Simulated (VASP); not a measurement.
**Te2Mo: single point with PBE+D3(BJ)**

Slab: Te2Mo, a slab with vacuum.

```
Te Mo
1.0
     3.57397    0.00000    0.00000
    -1.78699    3.09515    0.00000
     0.00000    0.00000   33.27021
Te Mo
2 1
Cartesian
  0.0000 2.0634 14.8442
  0.0000 2.0634 18.4260
  1.7870 1.0317 16.6351
```

This cell differs from its parent crystal: biaxial strain +0.020, then relaxed in part.

- Program: VASP 6.6.1
- Task: single point
- Functional: PBE
- Dispersion: D3(BJ)
- Potentials or basis: VASP PAW PBE potentials, release 64 (Te, Mo_sv)
- Cutoff: 520 eV
- k mesh: 12 × 12 × 1
- Occupations: gaussian, width 0.02 eV
- Spin: no spin polarisation
- Dipole correction: yes
- Further INCAR settings: ALGO = Normal; EDIFF = 1e-06; NBANDS = 20

- Largest force: 0.015 eV/Å
- Band gap on the k mesh: 1.02 eV, direct
- Dispersion energy per atom: -0.387 eV

Forces in eV/Å, atoms in the order of the input:
```
Te   0.000  0.000 -0.015
Te   0.000  0.000  0.015
Mo   0.000  0.000  0.000
```

Levels at points of the mesh, in eV from the valence-band top:
| k point | band 10 | band 11 | band 12 | band 13 | band 14 | band 15 | band 16 | band 17 |
| --- | --- | --- | --- | --- | --- | --- | --- | --- |
| (0.00, 0.00, 0.00) | -1.59 | -0.91 | -0.91 | -0.36 | 3.02 | 3.02 | 3.31 | 3.31 |
| (0.50, 0.00, 0.00) | -2.29 | -1.53 | -0.70 | -0.37 | 1.36 | 1.71 | 3.29 | 3.67 |

Wall time 2.7 min on 1 thread of Intel(R) Xeon(R) 6975P-C (Granite Rapids), on a shared host, peak memory 0.52 GiB.

Caveat: the cell differs from its parent crystal (biaxial strain +0.020, then relaxed in part); spin-orbit coupling is left out, which moves the levels of the heavy elements.
